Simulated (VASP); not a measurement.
Here is a VASP 6.6.1 calculation.

File INCAR:

```
ALGO = Normal ; EDIFF = 1E-6
ENCUT = 520 ; GGA = PE
ISIF = 2 ; ISMEAR = 0
LASPH = T ; LCHARG = F
LREAL = F ; LWAVE = F
NBANDS = 27 ; NELM = 60
PREC = Accurate ; SIGMA = 0.1
```

KPOINTS

```
k-points
0
Gamma
  4 4 6
```

File POSCAR:

```
Te4W
1.0
    4.6430717372     -4.6907078478      0.0000000000
    4.6430717372      4.6907078478      0.0000000000
    0.0000000000      0.0000000000      3.4035369565
Te W
4 1
Direct
    0.7887179820      0.7887179820      0.5000000000
    0.7263322800      0.2736677200      0.0000000000
    0.2736677200      0.7263322800      0.0000000000
    0.2112820180      0.2112820180      0.5000000000
    0.5000000000      0.5000000000      0.5000000000
```

Potentials or basis: VASP PAW PBE potentials, release 64 (Te, W_sv).

The run is started by

```bash
$ cat potpaw_PBE.64/Te/POTCAR potpaw_PBE.64/W_sv/POTCAR > POTCAR
$ mpirun -np 1 vasp_std > vasp.out
```

(1) Predict the band gap on the k mesh.

(2) Estimate the largest force.

Answers

(1) zero (bands 19 and 20 overlap by 1.61 eV).

(2) 0.032 eV/Å.

Caveat: spin-orbit coupling is left out, which moves the levels of the heavy elements.
